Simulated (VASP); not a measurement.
ZnS: single point with PBE

ZnS:

```xyz
4
Lattice="3.8110 0.0000 0.0000 -1.9055 3.3004 0.0000 0.0000 0.0000 6.2340" Properties=species:S:1:pos:R:3 pbc="T T T"
Zn    0.0000    2.2003   -0.3000
Zn    1.9055    1.1001    3.1170
S     0.0000    2.2003    2.4001
S     1.9055    1.1001    5.5171
```

This cell differs from its parent crystal: atom 1 (Zn) moved by (+0.000, -0.300) A along x and z.

* Program: VASP 6.6.1
* Task: single point
* Functional: PBE
* Potentials or basis: VASP PAW PBE potentials, release 64 (Zn, S)
* Cutoff: 520 eV
* k mesh: 12 × 12 × 6
* Occupations: fermi-dirac, width 0.02 eV
* Spin: no spin polarisation

```json
{
  "Pressure": "3.9 GPa",
  "Largest force": "1.238 eV/Å",
  "Band gap on the k mesh": "2.00 eV"
}
```

Forces on the atoms (eV/Å):
```
Zn   0.000  0.000  1.238
Zn   0.000  0.000 -0.177
S    0.000  0.000 -0.561
S    0.000  0.000 -0.499
```

Stress tensor (GPa, compression positive):
```
5.60 0.00 0.00
0.00 5.60 0.00
0.00 0.00 0.53
```

Levels at points of the mesh, in eV from the valence-band top:
| k point | band 16 | band 17 | band 18 | band 19 | band 20 | band 21 |
| --- | --- | --- | --- | --- | --- | --- |
| (0.00, 0.00, 0.00) | -0.06 | 0.00 | 0.00 | 2.01 | 2.84 | 6.00 |
| (0.50, 0.00, 0.00) | -2.64 | -1.39 | -1.12 | 3.21 | 4.30 | 5.04 |
| (0.00, 0.00, 0.50) | -0.98 | -0.15 | -0.15 | 2.82 | 3.70 | 6.12 |
| (0.50, 0.00, 0.50) | -1.69 | -1.39 | -1.13 | 3.37 | 3.64 | 4.60 |

It took 66 s on 1 thread of Intel(R) Xeon(R) 6975P-C (Granite Rapids), on a shared host, peak memory 0.3 GiB.

Caveat: the cell differs from its parent crystal (atom 1 (Zn) moved by (+0.000, -0.300) A along x and z); the cell stands under pressure; forces of over 1 eV/Å act on the atoms, so gaps and moduli don't describe the material at rest. A k mesh can miss the band edges.
